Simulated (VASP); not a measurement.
A run of VASP 6.6.1:

INCAR

```
SYSTEM = SiO2
PREC = Accurate
ENCUT = 520
EDIFF = 1E-6
ISMEAR = 0
SIGMA = 0.05
LREAL = .FALSE.
LASPH = .TRUE.
NELM = 80
ALGO = Normal
ISIF = 2
LWAVE = .FALSE.
LCHARG = .FALSE.
GGA = CA
NBANDS = 34
```

KPOINTS

```
regular mesh
0
G
  6 6 4
  0 0 0
```

The input POSCAR:

```
SiO2
1.0
    5.3032300633      0.0000000000      0.0000000000
   -2.6516150316      4.5927319570      0.0000000000
    0.0000000000      0.0000000000      5.5248549769
Si O
3 6
Direct
    0.0000000000      0.5000000000      0.3333333333
    0.5000000000      0.5000000000      0.6666666667
    0.5000000000      0.0000000000      0.0000000000
    0.5843949018      0.7921974509      0.8333333333
    0.7921974509      0.5843949018      0.5000000000
    0.7921974509      0.2078025491      0.1666666667
    0.4156050982      0.2078025491      0.8333333333
    0.2078025491      0.4156050982      0.5000000000
    0.2078025491      0.7921974509      0.1666666667
```

Potentials or basis: VASP PAW LDA potentials, release 64 (Si, O).

Launch:

```sh
$ cat potpaw_LDA.64/Si/POTCAR potpaw_LDA.64/O/POTCAR > POTCAR
$ mpirun -np 1 vasp_std > vasp.out
```

Hardware: 1 thread of Intel(R) Xeon(R) Platinum 8375C CPU @ 2.90GHz (Ice Lake) (shared host).

Problem. Estimate the wall time of this run.

Solution. Run time: 120 s on 1 thread of Intel(R) Xeon(R) Platinum 8375C CPU @ 2.90GHz (Ice Lake), with other jobs on the host, peak memory 0.23 GiB. Counts: scf iterations 13, k points 21.
